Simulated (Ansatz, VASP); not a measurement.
Two plane-wave programs on MgCu3H6Cl2O6

INCAR

```
PREC = Accurate ; ENCUT = 520
EDIFF = 1E-8 ; ISMEAR = -1
SIGMA = 0.02 ; LREAL = Auto
LASPH = T ; NELM = 150
ALGO = Normal ; ISIF = 2
LWAVE = F ; LCHARG = F
ISPIN = 2 ; MAGMOM = 0 1 1 -1 0 0 0 0 0 0 0 0 0 0 0 0 0 0
LORBIT = 11 ; LMAXMIX = 4
LDAU = T ; LDAUTYPE = 2
LDAUL = -1 2 -1 -1 -1 ; LDAUU = 0 6 0 0 0
LDAUJ = 0 0 0 0 0 ; LDAUPRINT = 1
GGA = PE ; LEFG = T
NBANDS = 64 ; KPAR = 4
```

The input KPOINTS:

```
Automatic mesh
0
Gamma
  4 4 4
```

POSCAR

```
MgCu3H6Cl2O6
1.0
    6.2733000000      0.0000000000      0.0000000000
   -3.1366500000      5.4328371656      0.0000000000
    0.0000000000      0.0000000000      5.7472000000
Mg Cu H Cl O
1 3 6 2 6
Direct
    0.0000000000      0.0000000000      0.0000000000
    0.5000000000      0.0000000000      0.0000000000
    0.0000000000      0.5000000000      0.0000000000
    0.5000000000      0.5000000000      0.0000000000
    0.2018986274      0.7981013726      0.3225105470
    0.2018986274      0.4037972547      0.3225105470
    0.5962027453      0.7981013726      0.3225105470
    0.7981013726      0.2018986274      0.6774894530
    0.4037972547      0.2018986274      0.6774894530
    0.7981013726      0.5962027453      0.6774894530
    0.6666666667      0.3333333333      0.3815887095
    0.3333333333      0.6666666667      0.6184112905
    0.6498556463      0.8249278231      0.1586450397
    0.1750721769      0.8249278231      0.1586450397
    0.1750721769      0.3501443537      0.1586450397
    0.8249278231      0.6498556463      0.8413549603
    0.8249278231      0.1750721769      0.8413549603
    0.3501443537      0.1750721769      0.8413549603
```

Input for Ansatz:

```yaml
crystal:
  lattice:
    - [6.2733, 0.0, 0.0]
    - [-3.13665, 5.4328371656, 0.0]
    - [0.0, 0.0, 5.7472]
  atoms:
    - { symbol: Mg, position: [0.0, 0.0, 0.0] }
    - { symbol: Cu, position: [0.5, 0.0, 0.0], spin: 1.0 }
    - { symbol: Cu, position: [0.0, 0.5, 0.0], spin: 1.0 }
    - { symbol: Cu, position: [0.5, 0.5, 0.0], spin: -1.0 }
    - { symbol: H, position: [0.2018986274, 0.7981013726, 0.322510547] }
    - { symbol: H, position: [0.2018986274, 0.4037972547, 0.322510547] }
    - { symbol: H, position: [0.5962027453, 0.7981013726, 0.322510547] }
    - { symbol: H, position: [0.7981013726, 0.2018986274, 0.677489453] }
    - { symbol: H, position: [0.4037972547, 0.2018986274, 0.677489453] }
    - { symbol: H, position: [0.7981013726, 0.5962027453, 0.677489453] }
    - { symbol: Cl, position: [0.6666666667, 0.3333333333, 0.3815887095] }
    - { symbol: Cl, position: [0.3333333333, 0.6666666667, 0.6184112905] }
    - { symbol: O, position: [0.6498556463, 0.8249278231, 0.1586450397] }
    - { symbol: O, position: [0.1750721769, 0.8249278231, 0.1586450397] }
    - { symbol: O, position: [0.1750721769, 0.3501443537, 0.1586450397] }
    - { symbol: O, position: [0.8249278231, 0.6498556463, 0.8413549603] }
    - { symbol: O, position: [0.8249278231, 0.1750721769, 0.8413549603] }
    - { symbol: O, position: [0.3501443537, 0.1750721769, 0.8413549603] }
magnetization:
  spin_polarized: true
kpoints:
  mp_grid: { grid: [4, 4, 4] }
scf:
  occupations: { method: fermi_dirac, width: 0.02 }
hamiltonian:
  xc: pbe
  pseudopotentials: { kind: paw }
  hubbard: [{ species: Cu, l: d, u_eff: 6.0 }]
output:
  forces: true
  stress: true
  populations: true
  efg:
    quadrupole_moments_barn: { Mg: 0.1994, Cu: -0.22, H: 0.00285783, Cl: -0.08112, O: -0.02558 }
    contact_densities: true
```

Alike in both runs: task electric field gradients; functional PBE; k mesh 4 × 4 × 4; occupations fermi-dirac, width 0.02 eV; collinear spin; Hubbard terms Cu d U = 6.0 eV.

```csv
,VASP,Ansatz
version,VASP 6.6.1,Ansatz 0.2.0
potentials or method,"VASP PAW PBE potentials, release 64 (Mg, Cu, H, Cl, O)","plane-wave PAW, scalar-relativistic"
plane-wave cutoff (eV),520,420
valence electrons in the cell,91,123
```

```tsv
	VASP	Ansatz	Ansatz less VASP
gap on the k mesh at the Fermi level (eV)	2.34	1.78	-0.556
pressure (GPa)	0.2	1.6	+1.45
traceless stress, the component that is largest in VASP (GPa)	-0.10	-0.58	-0.476
rms of the force components (eV/Å)	0.082	0.051	-0.0312
net moment per atom (μB)	0.06	0.06	0.000
size of the moment on the site where the two differ most (μB)	0.72	0.67	-0.055
size of Vzz on the site where it differs most (V/Å²)	179.2	143.6	-35.62
```

Site moments also hang on the region over which each program counts them. The programs project onto different local orbitals, so the same U acts differently, and such runs can settle in different states. Atom by atom the forces differ by 0.100 eV/Å (rms over components). VASP's potentials hold 91 valence electrons a cell and Ansatz's 123, so a difference there can come from the potentials and not from the codes.
